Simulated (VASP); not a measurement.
A run of VASP 6.6.1:

The input INCAR:

```
SYSTEM = NaH
PREC = Accurate
ENCUT = 500
EDIFF = 1E-6
ISMEAR = 0
SIGMA = 0.01
LREAL = .FALSE.
LASPH = .TRUE.
NELM = 120
ALGO = Normal
ISIF = 2
LWAVE = .FALSE.
LCHARG = .FALSE.
GGA = PE
NBANDS = 11
GGA_COMPAT = .FALSE.
```

Contents of KPOINTS:

```
regular mesh
0
G
  6 6 6
  0 0 0
```

POSCAR

```
NaH
1.0
    0.0000000000      2.3568689879      2.3568689879
    2.3568689879      0.0000000000      2.3568689879
    2.3568689879      2.3568689879      0.0000000000
Na H
1 1
Direct
    0.0000000000      0.0000000000      0.0000000000
    0.5000000000      0.5000000000      0.5000000000
```

Potentials or basis: VASP PAW PBE potentials, release 64 (Na_pv, H).

Launch:

```bash
$ cat potpaw_PBE.64/Na_pv/POTCAR potpaw_PBE.64/H/POTCAR > POTCAR
$ mpirun -np 1 vasp_std > vasp.out
```

Hardware: 1 thread of Intel Xeon 8259CL, on a shared host.

Task: How long does it take, and how much memory?

Result: Wall time 4.3 s on 1 thread of Intel Xeon 8259CL, with other jobs on the host, peak memory 0.13 GiB. Counts: scf iterations 12, k points 16.
